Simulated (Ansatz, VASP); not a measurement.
# Two plane-wave programs on ZnS

Contents of POSCAR:

```
ZnS
1.0
    0.0000000000      2.6099872500      2.7046500000
    2.7993127500      0.0000000000      2.7046500000
    2.7993127500      2.6099872500      0.0000000000
Zn S
1 1
Direct
    0.0000000000      0.0000000000      0.0000000000
    0.7500000000      0.7500000000      0.7500000000
```

The input INCAR.step1:

```
SYSTEM = ZnS
  PREC = Accurate
  ENCUT = 520
  ISMEAR = 0
  SIGMA = 0.05
  LREAL = .False.
  LASPH = .True.
  NELM = 80
  NBANDS = 16
  GGA = PE
  ALGO = Normal
  EDIFF = 1E-4
  LWAVE = .True.
  LCHARG = .False.
```

INCAR.step2

```
SYSTEM = ZnS
  PREC = Accurate
  ENCUT = 520
  EDIFF = 1E-6
  ISMEAR = 0
  SIGMA = 0.05
  LREAL = .False.
  LASPH = .True.
  NELM = 80
  ALGO = Normal
  ISIF = 2
  LWAVE = .False.
  LCHARG = .False.
  METAGGA = R2SCAN
  LMIXTAU = .True.
  NBANDS = 16
  ISTART = 1
```

The input KPOINTS:

```
Automatic mesh
0
Gamma
  8 8 8
  0 0 0
```

Input for Ansatz:

```yaml
crystal:
  lattice:
    - [0.0, 2.60998725, 2.70465]
    - [2.79931275, 0.0, 2.70465]
    - [2.79931275, 2.60998725, 0.0]
  atoms:
    - { symbol: Zn, position: [0.0, 0.0, 0.0] }
    - { symbol: S, position: [0.75, 0.75, 0.75] }
basis:
  ecutwfc: 500
kpoints:
  mp_grid: { grid: [8, 8, 8] }
hamiltonian:
  xc: r2scan
scf:
  occupations: { method: gaussian, width: 0.05 }
output:
  forces: true
  stress: true
  eigenvalues: true
```

Change from the starting cell: strain +0.0350 x Voigt [1, -1, 0, 0, 0, 0], atoms carried along.

Alike in both runs: task single point; functional r2SCAN; k mesh 8 × 8 × 8; occupations gaussian, width 0.05 eV; no spin polarisation.

```csv
,VASP,Ansatz
version,VASP 6.6.1,Ansatz 0.2.0
potentials or method,"VASP PAW PBE potentials, release 64 (Zn, S), cutoff 520 eV","scalar-relativistic, plane waves, PAW"
valence electrons in the cell,18,18
```

|  | VASP | Ansatz | Ansatz less VASP |
| --- | --- | --- | --- |
| gap on the k mesh at the Fermi level (eV) | 2.54 | 2.53 | -0.010 |
| least direct gap on the mesh (eV) | 2.54 | 2.53 | -0.010 |
| pressure (GPa) | -0.8 | -0.9 | -0.06 |
| traceless stress, the component that is largest in VASP (GPa) | -1.65 | -1.63 | +0.020 |

VASP's potentials were made for PBE, not for r2SCAN.
